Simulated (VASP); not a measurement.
Crystal: SiO2.

```
CELL_PARAMETERS angstrom
4.01778 0.00000 0.00000
0.00000 4.01778 0.00000
0.00000 0.00000 2.56209
ATOMIC_POSITIONS crystal
Si 0.00000 0.00000 0.00000
Si 0.50000 0.50000 0.50000
O 0.30245 0.30245 0.00000
O 0.19755 0.80245 0.50000
O 0.80245 0.19755 0.50000
O 0.69755 0.69755 0.00000
```

This cell differs from its parent crystal: strain -4.0%.

Base run:

```yaml
Program: VASP 6.6.1
Functional: r2SCAN
Potentials_or_basis: VASP PAW PBE potentials, release 64 (Si, O)
Cutoff: 520 eV
k_mesh: 6 × 6 × 10
Occupations: gaussian, width 0.01 eV
Spin: no spin polarisation
```

Its results: band gap on the k mesh 8.14 eV; pressure 51.4 GPa; largest force 0.024 eV/Å.

Question: The run is repeated on the same cell with these changes: functional from r2SCAN to PBE; occupations from gaussian, width 0.01 eV to fermi-dirac, width 0.02 eV. What comes out?

Answer: Band gap on the k mesh 7.17 eV; pressure 60.7 GPa; largest force 0.101 eV/Å.

Caveats: the cell stands under pressure; the PAW data sets were made with another functional, which shifts forces and pressure a little (at least some runs).

A k mesh can miss the band edges.
